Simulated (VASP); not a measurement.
ZrN, 2 atoms in the cell. The structure is cubic, space group Fm-3m (No. 225). Conventional cell: a = 4.569 Å, b = 4.569 Å, c = 4.569 Å, α = 90.00°, β = 90.00°, γ = 90.00°. Within 3.0 Å of Zr (site symmetry m-3m) lie 6 N at 2.28 Å. Within 3.0 Å of N (site symmetry m-3m) lie 6 Zr at 2.28 Å. 

| Quantity | Value |
| --- | --- |
| Program | VASP 6.6.1 |
| Task | single point |
| Functional | PBE |
| Potentials or basis | VASP PAW PBE potentials, release 64 (Zr_sv, N) |
| Cutoff | 600 eV |
| k mesh | 9 × 9 × 9 |
| Occupations | fermi-dirac, width 0.1 eV |
| Spin | no spin polarisation |
| Dipole correction | no |
| Further INCAR settings | ALGO = Normal; EDIFF = 1e-06; NBANDS = 16 |

Potentials or basis: VASP PAW PBE potentials, release 64 (Zr_sv, N).

Launch:

```console
$ cat potpaw_PBE.64/Zr_sv/POTCAR potpaw_PBE.64/N/POTCAR > POTCAR
$ mpirun -np 1 vasp_std > vasp.out
```

Hardware: 1 thread of Intel Xeon 8259CL (shared host).

**Question.** Estimate the wall time of this run.

**Answer.** Run time: 34 s on 1 thread of Intel Xeon 8259CL (shared host), peak memory 0.16 GiB. Counts: scf iterations 13, k points 35.
